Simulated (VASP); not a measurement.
Write the native input for VASP 6.6.1 that does the following.

```yaml
Task: single point
Functional: PBEsol
Potentials_or_basis: VASP PAW PBE potentials, release 64 (Nb_sv)
Cutoff: 520 eV
k_mesh: 20 × 20 × 20
Occupations: gaussian, width 0.15 eV
Spin: no spin polarisation
Dipole_correction: no
Further_INCAR_settings: ALGO = Fast; EDIFF = 1e-07; NBANDS = 12
```

The structure of Nb lies in POSCAR:

```
Nb
1.0
   -1.6639500000      1.6639500000      1.5807525000
    1.6639500000     -1.6639500000      1.5807525000
    1.6639500000      1.6639500000     -1.5807525000
Nb
1
Direct
    0.0000000000      0.0000000000      0.0000000000
```

This cell differs from its parent crystal: strain -0.0500 x Voigt [0, 0, 1, 0, 0, 0].

The input as run:

INCAR

```
ALGO = Fast ; EDIFF = 1E-7
ENCUT = 520 ; GGA = PS
ISIF = 2 ; ISMEAR = 0
LASPH = T ; LCHARG = F
LREAL = F ; LWAVE = F
NBANDS = 12 ; NELM = 60
PREC = Accurate ; SIGMA = 0.15
```

KPOINTS

```
k-points
0
Gamma
  20 20 20
```

Potentials or basis: VASP PAW PBE potentials, release 64 (Nb_sv).

Command:

```bash
$ cat potpaw_PBE.64/Nb_sv/POTCAR > POTCAR
$ mpirun -np 1 vasp_std > vasp.out
```

Results of the run:

```json
{"Pressure": "-0.1 GPa"}
```

Caveat: the cell differs from its parent crystal (strain -0.0500 x Voigt [0, 0, 1, 0, 0, 0]); the PAW data sets were made with another functional, which shifts forces and pressure a little.

Wall time 3.1 min on 1 thread of Intel(R) Xeon(R) Platinum 8259CL CPU @ 2.50GHz (Skylake/Cascade Lake), with other jobs on the host, peak memory 0.25 GiB.
